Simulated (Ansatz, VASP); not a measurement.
Two plane-wave programs on AlGa3N4

The input INCAR:

```
ALGO = Normal
EDIFF = 1E-6
ENCUT = 520
GGA = PS
ISIF = 2
ISMEAR = 0
LASPH = True
LCHARG = True
LELF = True
LREAL = False
LVHAR = True
LWAVE = False
NBANDS = 41
NELM = 100
PREC = Accurate
SIGMA = 0.05
```

File KPOINTS:

```
k-points
0
Gamma
  6 8 6
```

POSCAR

```
AlGa3N4
1.0
    4.9880806634      0.0000000000      0.0001178576
    0.0000000000      3.0700352566      0.0000000000
   -0.0034781191      0.0000000000      5.3141393136
Al Ga N
1 3 4
Direct
    0.0006034227      0.5000000000      0.6673576245
    0.4991167030      0.5000000000      0.3349195796
    0.4990273845      0.0000000000      0.8315570005
    0.9998617813      0.0000000000      0.1661805284
    0.1196687538      0.5000000000      0.3400974154
    0.1176459792      0.0000000000      0.8263760592
    0.6204436392      0.0000000000      0.1662162869
    0.6312323464      0.5000000000      0.6672965055
```

Input for Ansatz:

```yaml
crystal:
  lattice:
    - [4.9880806634, 0.0, 0.0001178576]
    - [0.0, 3.0700352566, 0.0]
    - [-0.0034781191, 0.0, 5.3141393136]
  atoms:
    - { symbol: Al, position: [0.0006034227, 0.5, 0.6673576245] }
    - { symbol: Ga, position: [0.499116703, 0.5, 0.3349195796] }
    - { symbol: Ga, position: [0.4990273845, 0.0, 0.8315570005] }
    - { symbol: Ga, position: [0.9998617813, 0.0, 0.1661805284] }
    - { symbol: "N", position: [0.1196687538, 0.5, 0.3400974154] }
    - { symbol: "N", position: [0.1176459792, 0.0, 0.8263760592] }
    - { symbol: "N", position: [0.6204436392, 0.0, 0.1662162869] }
    - { symbol: "N", position: [0.6312323464, 0.5, 0.6672965055] }
basis:
  ecutwfc: 420
kpoints:
  mp_grid: { grid: [6, 8, 6] }
hamiltonian:
  xc: pbesol
scf:
  occupations: { method: gaussian, width: 0.05 }
output:
  forces: true
  stress: true
  eigenvalues: true
```

Change from the starting cell: strain -0.030 along x and y, -0.030 along z, atoms carried along.

Alike in both runs: task single point; functional PBEsol; k mesh 6 × 8 × 6; occupations gaussian, width 0.05 eV; no spin polarisation.

```csv
,VASP,Ansatz
version,VASP 6.6.1,Ansatz 0.2.0
potentials or method,"VASP PAW PBE potentials, release 64 (Al, Ga_d, N), cutoff 520 eV","scalar-relativistic, plane waves, PAW"
valence electrons in the cell,62,62
```

```tsv
	VASP	Ansatz	Ansatz less VASP
gap on the k mesh at the Fermi level (eV)	3.01	2.99	-0.023
least direct gap on the mesh (eV)	3.01	2.99	-0.023
pressure (GPa)	21.1	21.3	+0.21
traceless stress, the component that is largest in VASP (GPa)	-0.12	-0.18	-0.051
rms of the force components (eV/Å)	0.020	0.024	+0.0046
```

VASP's potentials were made for PBE, not for PBEsol. Atom by atom the forces differ by 0.009 eV/Å (rms over components).
